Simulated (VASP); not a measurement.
PtSe2 (Sudovikovite), 3 atoms in the cell. Symmetry: P-3m1, No. 164, trigonal system. Conventional cell: a = 3.724 Å, b = 3.724 Å, c = 5.062 Å, α = 90.00°, β = 90.00°, γ = 120.00°. Pt (site symmetry -3m) has 6 Se at 2.49 Å within 3.3 Å. Within 3.3 Å of Se (site symmetry 3m) lie 3 Pt at 2.49 Å. 

* Program: VASP 6.6.1
* Task: single point
* Functional: LDA
* Potentials or basis: VASP PAW LDA potentials, release 64 (Pt, Se)
* Cutoff: 500 eV
* k mesh: 3 × 3 × 2
* Occupations: fermi-dirac, width 0.15 eV
* Spin: no spin polarisation
* Dipole correction: no
* Further INCAR settings: ALGO = Normal; EDIFF = 1e-06; NBANDS = 18

Potentials or basis: VASP PAW LDA potentials, release 64 (Pt, Se).

The run is started by

```console
$ cat potpaw_LDA.64/Pt/POTCAR potpaw_LDA.64/Se/POTCAR > POTCAR
$ mpirun -np 1 vasp_std > vasp.out
```

Hardware: 1 thread of Intel Xeon 6975P-C, on a shared host.

Task: How long does it take, and how much memory?

Result: It took 6.8 s on 1 thread of Intel Xeon 6975P-C, on a shared host, peak memory 0.15 GiB. Counts: scf iterations 13, k points 6.
